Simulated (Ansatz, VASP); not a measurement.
**Two plane-wave programs on TlBr**

```
Tl Br
1.0
     3.97000    0.00000    0.00000
     0.00000    3.97000    0.00000
     0.00000    0.00000    3.97000
Tl Br
1 1
Direct
  0.00000 0.00000 0.00000
  0.50000 0.50000 0.50000
```

Alike in both runs: task electric field gradients; functional PBE; k mesh 8 × 8 × 8; occupations fermi-dirac, width 0.03 eV; no spin polarisation.

```csv
,VASP,Ansatz
version,VASP 6.6.1,Ansatz 0.2.0
potentials or method,"VASP PAW PBE potentials, release 64 (Tl_d, Br)","PAW with Ansatz's default frozen-core files, scalar-relativistic"
plane-wave cutoff (eV),400,420
valence electrons in the cell,20,20
```

|  | VASP | Ansatz | Ansatz less VASP |
| --- | --- | --- | --- |
| gap on the k mesh at the Fermi level (eV) | 1.84 | 1.84 | -0.006 |
| pressure (GPa) | 1.3 | 1.4 | +0.08 |

Neither program's run includes spin-orbit coupling.
